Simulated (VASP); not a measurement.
Here is a VASP 6.6.1 calculation.

The input INCAR:

```
PREC = Accurate
ENCUT = 600
EDIFF = 1E-7
ISMEAR = 0
SIGMA = 0.02
LREAL = F
LASPH = T
NELM = 120
ALGO = Normal
ISIF = 3
LWAVE = F
LCHARG = F
GGA = PE
IBRION = 2
NSW = 100
EDIFFG = -0.002
PSTRESS = 43.0
GGA_COMPAT = F
NELMIN = 4
```

File KPOINTS:

```
Automatic mesh
0
Gamma
  10 10 10
```

File POSCAR:

```
MgO
1.0
    0.0000000000      2.1085000000      2.1085000000
    2.1085000000      0.0000000000      2.1085000000
    2.1085000000      2.1085000000      0.0000000000
Mg O
1 1
Direct
    0.0000000000      0.0000000000      0.0000000000
    0.5000000000      0.5000000000      0.5000000000
```

Potentials or basis: VASP PAW PBE potentials, release 64 (Mg, O).

Launch:

```console
$ cat potpaw_PBE.64/Mg/POTCAR potpaw_PBE.64/O/POTCAR > POTCAR
$ mpirun -np 1 vasp_std > vasp.out
```

(1) Predict the space group after relaxing (to 0.05 Å).

(2) Estimate the relaxed volume.

## Answers

(1) Fm-3m (No. 225).

(2) 9.31 Å³/atom.

Caveat: the cell is relaxed towards a set pressure, so the enthalpy falls and the energy may rise.
